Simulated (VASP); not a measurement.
GaN, 4 atoms in the cell. It takes space group P6_3/mmc (No. 194, hexagonal). The conventional cell has a = 3.300 Å, b = 3.300 Å, c = 4.756 Å, α = 90.00°, β = 90.00°, γ = 120.00°. Within 2.5 Å of Ga (site symmetry -6m2) lie 5 N at 1.91 to 2.38 Å. Within 2.5 Å of N (site symmetry -6m2) lie 5 Ga at 1.91 to 2.38 Å. 

```yaml
Program: VASP 6.6.1
Task: dielectric tensor
Functional: PBE
Potentials_or_basis: VASP PAW PBE potentials, release 64 (Ga_d, N)
Cutoff: 520 eV
k_mesh: 9 × 9 × 4
Occupations: gaussian, width 0.01 eV
Spin: no spin polarisation
Dipole_correction: no
Further_INCAR_settings: ALGO = Normal; EDIFF = 1e-08
```

Potentials or basis: VASP PAW PBE potentials, release 64 (Ga_d, N).

Run with:

```bash
$ cat potpaw_PBE.64/Ga_d/POTCAR potpaw_PBE.64/N/POTCAR > POTCAR
$ mpirun -np 1 vasp_std > vasp.out
```

Hardware: 1 thread of Intel Xeon 8259CL, with other jobs on the host.

Problem. How long does it take, and how much memory?

Solution. Run time: 18 min on 1 thread of Intel Xeon 8259CL, on a shared host, peak memory 0.33 GiB. Counts: scf iterations 145, k points 36.
